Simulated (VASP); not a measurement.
# AlN in VASP: notebook

Runs on AlN. Level: LDA. Tasks: single point.

Everything below comes from runs of VASP 6.6.1. Logs are shortened: lines on timing, memory, paths and dates and some standing lists are left out, and cuts for length are marked.

### Step 1. The cell of the first run

It takes space group Fm-3m (No. 225, cubic). Conventional cell: a = 3.866 Å, b = 3.866 Å, c = 3.866 Å, α = 90.00°, β = 90.00°, γ = 90.00°. Within 2.6 Å of Al (site symmetry m-3m) lie 6 N at 1.93 Å. N (site symmetry m-3m) has 6 Al at 1.93 Å within 2.6 Å.

### Step 2. Single point, LDA (strain -0.050 along x and y, -0.050 along z)

Contents of INCAR:

```
SYSTEM = AlN
ALGO = Normal
EDIFF = 1E-6
ENCUT = 600
GGA_COMPAT = .FALSE.
ISIF = 2
ISMEAR = 0
LASPH = .TRUE.
LCHARG = .TRUE.
LELF = .TRUE.
LREAL = .FALSE.
LVHAR = .TRUE.
LWAVE = .FALSE.
NBANDS = 11
NELM = 120
PREC = Accurate
SIGMA = 0.05
```

Contents of KPOINTS:

```
k-points
0
G
  10 10 10
  0 0 0
```

Contents of POSCAR:

```
AlN
1.0
    0.0000000000      1.9327921000      1.9327921000
    1.9327921000      0.0000000000      1.9327921000
    1.9327921000      1.9327921000      0.0000000000
Al N
1 1
Direct
    0.5000000000      0.5000000000      0.5000000000
    0.0000000000      0.0000000000      0.0000000000
```

Potentials or basis: VASP PAW LDA potentials, release 64 (Al, N).

Command:

```console
$ cat potpaw_LDA.64/Al/POTCAR potpaw_LDA.64/N/POTCAR > POTCAR
$ mpirun -np 1 vasp_std > vasp.out
```

OUTCAR:

```text
SYSTEM = AlN
   EDIFF = 1E-6
   ENCUT = 600
   ISIF = 2
   ISMEAR = 0
   LASPH = .TRUE.
   LREAL = .FALSE.
   NELM = 120
   PREC = Accurate

 ion  position               nearest neighbor table
   1  0.500  0.500  0.500-   2 1.93   2 1.93   2 1.93   2 1.93   2 1.93   2 1.93
   2  0.000  0.000  0.000-   1 1.93   1 1.93   1 1.93   1 1.93   1 1.93   1 1.93

  LATTYP: Found a face centered cubic cell.
 ALAT       =     3.8655842000

  Lattice vectors:

 A1 = (   0.0000000000,   1.9327921000,   1.9327921000)
 A2 = (   1.9327921000,   0.0000000000,   1.9327921000)
 A3 = (   1.9327921000,   1.9327921000,   0.0000000000)

Analysis of symmetry for initial positions (statically):
=====================================================================
 Subroutine PRICEL returns:
 Original cell was already a primitive cell.

 Routine SETGRP: Setting up the symmetry group for a
 face centered cubic supercell.

 Subroutine GETGRP returns: Found 48 space group operations
 (whereof 48 operations were pure point group operations)
 out of a pool of 48 trial point group operations.

The static configuration has the point symmetry O_h .

Analysis of symmetry for dynamics (positions and initial velocities):
=====================================================================
 Subroutine PRICEL returns:
 Original cell was already a primitive cell.

 Routine SETGRP: Setting up the symmetry group for a
 face centered cubic supercell.

 Subroutine GETGRP returns: Found 48 space group operations
 (whereof 48 operations were pure point group operations)
 out of a pool of 48 trial point group operations.

The dynamic configuration has the point symmetry O_h .

 Subroutine INISYM returns: Found 48 space group operations
 (whereof 48 operations are pure point group operations),
 and found     1 'primitive' translations

----------------------------------------------------------------------------------------

                                     Primitive cell

  volume of cell :      14.4406

  direct lattice vectors                    reciprocal lattice vectors
     0.000000000  1.932792100  1.932792100    -0.258693110  0.258693110  0.258693110
     1.932792100  0.000000000  1.932792100     0.258693110 -0.258693110  0.258693110
     1.932792100  1.932792100  0.000000000     0.258693110  0.258693110 -0.258693110

  length of vectors
     2.733380801  2.733380801  2.733380801     0.448069611  0.448069611  0.448069611

  position of ions in fractional coordinates (direct lattice)
     0.500000000  0.500000000  0.500000000
     0.000000000  0.000000000  0.000000000

  ion indices of the primitive-cell ions
   primitive index   ion index
                 1           1
                 2           2

----------------------------------------------------------------------------------------

 KPOINTS: k-points

Automatic generation of k-mesh.
 Grid dimensions read from file:
 generate k-points for:   10   10   10

 Generating k-lattice:

  Cartesian coordinates                     Fractional coordinates (reciprocal lattice)
    -0.025869311  0.025869311  0.025869311     0.100000000  0.000000000  0.000000000
     0.025869311 -0.025869311  0.025869311     0.000000000  0.100000000  0.000000000
     0.025869311  0.025869311 -0.025869311     0.000000000  0.000000000  0.100000000

  Length of vectors
     0.044806961  0.044806961  0.044806961

  Shift w.r.t. Gamma in fractional coordinates (k-lattice)
     0.000000000  0.000000000  0.000000000

 Subroutine IBZKPT returns following result:
 ===========================================

 Found     47 irreducible k-points:

 Following reciprocal coordinates:
            Coordinates               Weight
  0.000000  0.000000  0.000000      1.000000
  0.100000  0.000000  0.000000      8.000000
  0.200000  0.000000  0.000000      8.000000
  0.300000  0.000000  0.000000      8.000000
  0.400000  0.000000  0.000000      8.000000
  0.500000  0.000000  0.000000      4.000000
[... 16 lines left out ...]
  0.300000  0.300000  0.000000      6.000000
  0.400000  0.300000  0.000000     24.000000
 [... further k-points ...]
   k-points           NKPTS =     47   k-points in BZ     NKDIM =     47   number of bands    NBANDS=     11
   number of dos      NEDOS =    301   number of ions     NIONS =      2
   total plane-waves  NPLWV =  13824
   dimension x,y,z NGX =    24 NGY =   24 NGZ =   24
   dimension x,y,z NGXF=    48 NGYF=   48 NGZF=   48
   ions per type =               1   1
   NGX,Y,Z   is equivalent  to a cutoff of  14.60, 14.60, 14.60 a.u.
   NGXF,Y,Z  is equivalent  to a cutoff of  29.19, 29.19, 29.19 a.u.
 SYSTEM =  AlN
   PREC   = accura    normal or accurate (medium, high low for compatibility)
   ISTART =      0    job   : 0-new  1-cont  2-samecut
   ICHARG =      2    charge: 1-file 2-atom 10-const
   ISPIN  =      1    spin polarized calculation?
   LNONCOLLINEAR =      F non collinear calculations
   LSORBIT =      F    spin-orbit coupling
[... 63 lines left out ...]
      3      11.5688      2.00000
      4      11.5688      2.00000
      5      19.4291      0.00000
      6      23.9970      0.00000
      7      23.9970      0.00000
      8      23.9970      0.00000
      9      29.6059      0.00000
     10      30.1978      0.00000
     11      30.1978      0.00000

 k-point     2 :       0.1000    0.0000    0.0000
  band No.  band energies     occupation
      1      -6.8990      2.00000
      2      10.5391      2.00000
      3      11.4124      2.00000
      4      11.4124      2.00000
      5      19.9287      0.00000
      6      23.1394      0.00000
      7      24.3673      0.00000
      8      24.3673      0.00000
      9      28.9156      0.00000
     10      28.9156      0.00000
     11      31.2425      0.00000

 k-point     3 :       0.2000    0.0000    0.0000
  band No.  band energies     occupation
      1      -6.2137      2.00000
      2       8.2306      2.00000
      3      11.0354      2.00000
      4      11.0354      2.00000
      5      19.9779      0.00000
      6      23.2173      0.00000
      7      24.8374      0.00000
      8      24.8374      0.00000
      9      28.2083      0.00000
     10      28.2083      0.00000
     11      31.0039      0.00000

 k-point     4 :       0.3000    0.0000    0.0000
  band No.  band energies     occupation
      1      -5.1466      2.00000
      2       5.6226      2.00000
      3      10.6217      2.00000
      4      10.6217      2.00000
      5      19.2531      0.00000
      6      24.3410      0.00000
      7      24.3410      0.00000
      8      24.7186      0.00000
      9      29.6693      0.00000
     10      29.6693      0.00000
     11      30.0542      0.00000

 k-point     5 :       0.4000    0.0000    0.0000
  band No.  band energies     occupation
      1      -3.9131      2.00000
      2       3.3535      2.00000
      3      10.3194      2.00000
      4      10.3194      2.00000
      5      18.7471      0.00000
      6      23.7278      0.00000
      7      23.7278      0.00000
      8      26.1291      0.00000
      9      29.3245      0.00000
     10      32.0801      0.00000
     11      32.0801      0.00000
[... 211 lines left out ...]
 k-point    21 :      -0.3000    0.2000    0.0000
  band No.  band energies     occupation
      1      -3.6743      2.00000
      2       4.6091      2.00000
      3       7.3730      2.00000
      4      10.1683      2.00000
      5      20.7313      0.00000
      6      22.4353      0.00000
      7      24.4860      0.00000
      8      25.0899      0.00000
      9      29.3841      0.00000
     10      32.2155      0.00000
     11      34.2982      0.00000

 k-point    22 :      -0.2000    0.2000    0.0000
  band No.  band energies     occupation
      1      -4.8018      2.00000
      2       6.3035      2.00000
      3       8.1439      2.00000
      4      10.6734      2.00000
      5      21.5908      0.00000
      6      22.0588      0.00000
      7      23.9096      0.00000
      8      25.3286      0.00000
      9      27.1378      0.00000
     10      31.9172      0.00000
     11      34.0701      0.00000

 k-point    23 :       0.3000    0.3000    0.0000
  band No.  band energies     occupation
      1      -4.5222      2.00000
      2       6.3942      2.00000
      3       9.2481      2.00000
      4       9.2481      2.00000
      5      18.0148      0.00000
      6      19.8203      0.00000
      7      24.8891      0.00000
      8      28.6519      0.00000
      9      28.6519      0.00000
     10      33.2164      0.00000
     11      37.4879      0.00000

 k-point    24 :       0.4000    0.3000    0.0000
  band No.  band energies     occupation
      1      -3.6089      2.00000
      2       5.1737      2.00000
      3       8.3590      2.00000
      4       8.9548      2.00000
      5      17.9411      0.00000
      6      19.3795      0.00000
      7      25.2883      0.00000
      8      28.6818      0.00000
      9      29.6206      0.00000
     10      34.7338      0.00000
     11      38.1253      0.00000

 [... further k-points ...]

------------------------ aborting loop because EDIFF is reached ----------------------------------------

  FORCE on cell =-STRESS in cart. coord.  units (eV):
  Direction    XX          YY          ZZ          XY          YZ          ZX
  --------------------------------------------------------------------------------------
  -------------------------------------------------------------------------------------
  Total        3.5247375      3.5247375      3.5247375      0.0000000      0.0000000     -0.0000000
  in kB      391.0676957    391.0676957    391.0676957      0.0000000      0.0000000     -0.0000000
  external PRESSURE =     391.0676957 kB  Pullay stress =       0.0000000 kB

 VOLUME and BASIS-vectors are now :
 -----------------------------------------------------------------------------
  energy-cutoff  :      600.00
  volume of cell :       14.44
      direct lattice vectors                 reciprocal lattice vectors
     0.000000000  1.932792100  1.932792100    -0.258693110  0.258693110  0.258693110
     1.932792100  0.000000000  1.932792100     0.258693110 -0.258693110  0.258693110
     1.932792100  1.932792100  0.000000000     0.258693110  0.258693110 -0.258693110

 POSITION                                       TOTAL-FORCE (eV/Angst)
 -----------------------------------------------------------------------------------
      1.93279      1.93279      1.93279         0.000000      0.000000      0.000000
      0.00000      0.00000      0.00000        -0.000000     -0.000000     -0.000000
 -----------------------------------------------------------------------------------
    total drift:                                0.000000     -0.000000     -0.000000

  FREE ENERGIE OF THE ION-ELECTRON SYSTEM (eV)
  ---------------------------------------------------
  free  energy   TOTEN  =       -16.0372104863 eV

  energy  without entropy=      -16.0372104863  energy(sigma->0) =      -16.03721049
```

Run time: 6.3 s. Hardware: 1 thread of Intel Xeon 6975P-C (Granite Rapids), shared host; peak memory 0.12 GiB.

Results:

- Free energy: -16.0372 eV
- Pressure: 39.1 GPa
- Band gap on the k mesh: 4.91 eV (least direct gap 7.86 eV)

Caveat: the cell differs from its parent crystal (strain -0.050 along x and y, -0.050 along z); the cell stands under pressure. A k mesh can miss the band edges.

### Step 3. Single point, LDA (strain -0.025 along x and y, -0.025 along z)

Contents of INCAR:

```
SYSTEM = AlN
PREC = Accurate ; ENCUT = 600
EDIFF = 1E-6 ; ISMEAR = 0
SIGMA = 0.05 ; LREAL = .False.
LASPH = .True. ; NELM = 120
ALGO = Normal ; ISIF = 2
LWAVE = .False. ; LCHARG = .False.
NBANDS = 11 ; GGA_COMPAT = .False.
```

Contents of KPOINTS:

```
Automatic mesh
0
Gamma
  10 10 10
  0 0 0
```

Contents of POSCAR:

```
AlN
1.0
    0.0000000000      1.9836550500      1.9836550500
    1.9836550500      0.0000000000      1.9836550500
    1.9836550500      1.9836550500      0.0000000000
Al N
1 1
Direct
    0.5000000000      0.5000000000      0.5000000000
    0.0000000000      0.0000000000      0.0000000000
```

Potentials or basis: VASP PAW LDA potentials, release 64 (Al, N).

Command:

```console
$ cat potpaw_LDA.64/Al/POTCAR potpaw_LDA.64/N/POTCAR > POTCAR
$ mpirun -np 1 vasp_std > vasp.out
```

Run time: 6.2 s. Hardware: 1 thread of Intel Xeon 6975P-C (Granite Rapids), shared host; peak memory 0.12 GiB.

It converged, with:

- Free energy: -16.2133 eV
- Pressure: 10.3 GPa
- Band gap on the k mesh: 5.02 eV (least direct gap 6.62 eV)

Levels at points of the mesh, in eV from the valence-band top:
```
           k point  band 2  band 3  band 4  band 5  band 6  band 7
(0.00, 0.00, 0.00)    0.00    0.00    0.00    6.62   12.20   12.20
(0.50, 0.00, 0.00)   -8.72   -1.19   -1.19    6.49   11.27   11.27
(0.50, 0.50, 0.00)   -7.81   -2.96   -2.96    5.02    5.09   14.59
```

Caveat: the cell differs from its parent crystal (strain -0.025 along x and y, -0.025 along z); the cell stands under pressure. A k mesh can miss the band edges.

### Step 4. Single point, LDA (strain -0.050 along x and y, +0.000 along z)

Contents of INCAR:

```
SYSTEM = AlN
ALGO = Normal
EDIFF = 1E-6
ENCUT = 600
GGA_COMPAT = .FALSE.
ISIF = 2
ISMEAR = 0
LASPH = .TRUE.
LCHARG = .FALSE.
LREAL = .FALSE.
LWAVE = .FALSE.
NBANDS = 11
NELM = 120
PREC = Accurate
SIGMA = 0.05
```

Contents of KPOINTS:

```
k-points
0
G
  10 10 10
  0 0 0
```

Contents of POSCAR:

```
AlN
1.0
    0.0000000000      1.9327921000      2.0345180000
    1.9327921000      0.0000000000      2.0345180000
    1.9327921000      1.9327921000      0.0000000000
Al N
1 1
Direct
    0.5000000000      0.5000000000      0.5000000000
    0.0000000000      0.0000000000      0.0000000000
```

Command:

```console
$ cat potpaw_LDA.64/Al/POTCAR potpaw_LDA.64/N/POTCAR > POTCAR
$ mpirun -np 1 vasp_std > vasp.out
```

Wall time 11 s (1 thread of Intel Xeon 6975P-C (Granite Rapids), shared host); peak memory 0.13 GiB.

The run converged. Its results:

| Property | Result |
| --- | --- |
| Free energy | -16.1399 eV |
| Pressure | 20.8 GPa |
| Band gap on the k mesh | 4.68 eV (least direct gap 6.75 eV) |

Stress tensor (GPa, compression positive):
```
27.90  0.00  0.00
 0.00 27.90  0.00
 0.00  0.00  6.69
```

Levels at points of the mesh, in eV from the valence-band top:
```csv
k point,band 1,band 2,band 3,band 4,band 5,band 6,band 7,band 8
"(0.00, 0.00, 0.00)",-18.41,-0.33,-0.33,0.00,6.75,11.61,12.35,12.35
"(0.50, 0.00, 0.00)",-14.72,-9.11,-1.60,-1.34,6.35,10.85,11.93,14.10
"(0.50, 0.50, 0.00)",-13.93,-8.38,-2.97,-2.97,5.18,5.51,14.27,18.52
"(0.50, 0.00, 0.50)",-13.43,-8.11,-3.71,-3.04,4.68,4.93,14.92,17.04
```

Caveat: the cell differs from its parent crystal (strain -0.050 along x and y, +0.000 along z); the cell stands under pressure.

### Step 5. Single point, LDA (strain -0.050 along x and y, -0.025 along z)

Contents of INCAR:

```
SYSTEM = AlN
PREC = Accurate
ENCUT = 600
EDIFF = 1E-6
ISMEAR = 0
SIGMA = 0.05
LREAL = .FALSE.
LASPH = .TRUE.
NELM = 120
ALGO = Normal
ISIF = 2
LWAVE = .FALSE.
LCHARG = .FALSE.
GGA = CA
NBANDS = 11
GGA_COMPAT = .FALSE.
```

Contents of KPOINTS:

```
regular mesh
0
G
  10 10 10
  0 0 0
```

Contents of POSCAR:

```
AlN
1.0
    0.0000000000      1.9327921000      1.9836550500
    1.9327921000      0.0000000000      1.9836550500
    1.9327921000      1.9327921000      0.0000000000
Al N
1 1
Direct
    0.5000000000      0.5000000000      0.5000000000
    0.0000000000      0.0000000000      0.0000000000
```

Command:

```console
$ cat potpaw_LDA.64/Al/POTCAR potpaw_LDA.64/N/POTCAR > POTCAR
$ mpirun -np 1 vasp_std > vasp.out
```

Wall time 9.9 s (1 thread of Intel Xeon 6975P-C (Granite Rapids), shared host); peak memory 0.13 GiB.

Results (log left out):

- Free energy: -16.1077 eV
- Pressure: 29.0 GPa
- Band gap on the k mesh: 4.78 eV (least direct gap 7.30 eV)

Stress tensor (GPa, compression positive):
```
33.22  0.00  0.00
 0.00 33.22  0.00
 0.00  0.00 20.63
```

Levels at points of the mesh, in eV from the valence-band top:
```tsv
k point	band 2	band 3	band 4	band 5	band 6	band 7
(0.00, 0.00, 0.00)	-0.17	-0.17	0.00	7.30	12.00	12.37
(0.50, 0.00, 0.00)	-9.19	-1.48	-1.35	6.70	11.32	11.93
(0.50, 0.50, 0.00)	-8.38	-3.07	-3.07	5.04	5.65	14.92
(0.50, 0.00, 0.50)	-8.24	-3.46	-3.12	4.78	5.36	15.25
```

Caveat: the cell differs from its parent crystal (strain -0.050 along x and y, -0.025 along z); the cell stands under pressure.

### Step 6. Single point, LDA (strain -0.025 along x and y, +0.000 along z)

Contents of INCAR:

```
SYSTEM = AlN
PREC     = Accurate       ! precision mode
ENCUT    = 600            ! plane-wave cutoff, eV
EDIFF    = 1E-6           ! SCF threshold, eV
ISMEAR   = 0              ! smearing method
SIGMA    = 0.05           ! smearing width, eV
LREAL    = .FALSE.        ! projectors in reciprocal space
LASPH    = .TRUE.         ! aspherical terms in the spheres
NELM     = 120            ! most SCF steps
ALGO     = Normal         ! electronic algorithm
ISIF     = 2              ! what is computed and relaxed
LWAVE    = .FALSE.        ! write WAVECAR
LCHARG   = .FALSE.        ! write CHGCAR
GGA      = CA             ! functional
NBANDS   = 11             ! bands
GGA_COMPAT= .FALSE.
```

KPOINTS is that of step 5.

Contents of POSCAR:

```
AlN
1.0
    0.0000000000      1.9836550500      2.0345180000
    1.9836550500      0.0000000000      2.0345180000
    1.9836550500      1.9836550500      0.0000000000
Al N
1 1
Direct
    0.5000000000      0.5000000000      0.5000000000
    0.0000000000      0.0000000000      0.0000000000
```

Potentials or basis: VASP PAW LDA potentials, release 64 (Al, N).

Command:

```console
$ cat potpaw_LDA.64/Al/POTCAR potpaw_LDA.64/N/POTCAR > POTCAR
$ mpirun -np 1 vasp_std > vasp.out
```

Run time: 13 s. Hardware: 1 thread of Intel Xeon 6975P-C (Granite Rapids), shared host; peak memory 0.13 GiB.

It converged, with:

```
Free energy            : -16.2231 eV
Pressure               : 3.0 GPa
Band gap on the k mesh : 4.58 eV (least direct gap 6.11 eV)
```

Stress tensor (GPa, compression positive):
```
 5.68  0.00  0.00
 0.00  5.68  0.00
 0.00  0.00 -2.38
```

Levels at points of the mesh, in eV from the valence-band top:
| k point | band 1 | band 2 | band 3 | band 4 | band 5 | band 6 | band 7 | band 8 | band 9 |
| --- | --- | --- | --- | --- | --- | --- | --- | --- | --- |
| (0.00, 0.00, 0.00) | -17.82 | -0.17 | -0.17 | 0.00 | 6.11 | 11.78 | 12.13 | 12.13 | 17.33 |
| (0.50, 0.00, 0.00) | -14.35 | -8.67 | -1.31 | -1.20 | 6.19 | 10.70 | 11.25 | 13.47 | 16.11 |
| (0.50, 0.50, 0.00) | -13.44 | -7.82 | -2.88 | -2.88 | 4.84 | 5.19 | 13.94 | 17.56 | 17.56 |
| (0.50, 0.00, 0.50) | -13.22 | -7.70 | -3.24 | -2.91 | 4.58 | 4.95 | 14.27 | 16.85 | 17.72 |

Caveat: the cell differs from its parent crystal (strain -0.025 along x and y, +0.000 along z).

### Step 7. Summary

| cell | gap on the mesh (eV) | pressure (GPa) |
| --- | --- | --- |
| a = 2.733 Å, angles 60.0°, 2 atoms | 4.91 | 39.1 |
| a = 2.805 Å, angles 60.0°, 2 atoms | 5.02 | 10.3 |
| a = 2.806, b = 2.806, c = 2.733 Å, angles 60.9, 60.9, 58.3°, 2 atoms | 4.68 | 20.8 |
| a = 2.770, b = 2.770, c = 2.733 Å, angles 60.4, 60.4, 59.1°, 2 atoms | 4.78 | 29.0 |
| a = 2.842, b = 2.842, c = 2.805 Å, angles 60.4, 60.4, 59.2°, 2 atoms | 4.58 | 3.0 |

Alike in all rows: task single point; level LDA; potentials or basis VASP PAW LDA potentials, release 64 (Al, N); no spin polarisation; k mesh 10 × 10 × 10; cutoff (eV) 600; smearing gaussian 0.05 eV.

Caveats: the cell stands under pressure (at least some runs).

Absolute energies hang on the potentials; compare differences alone.
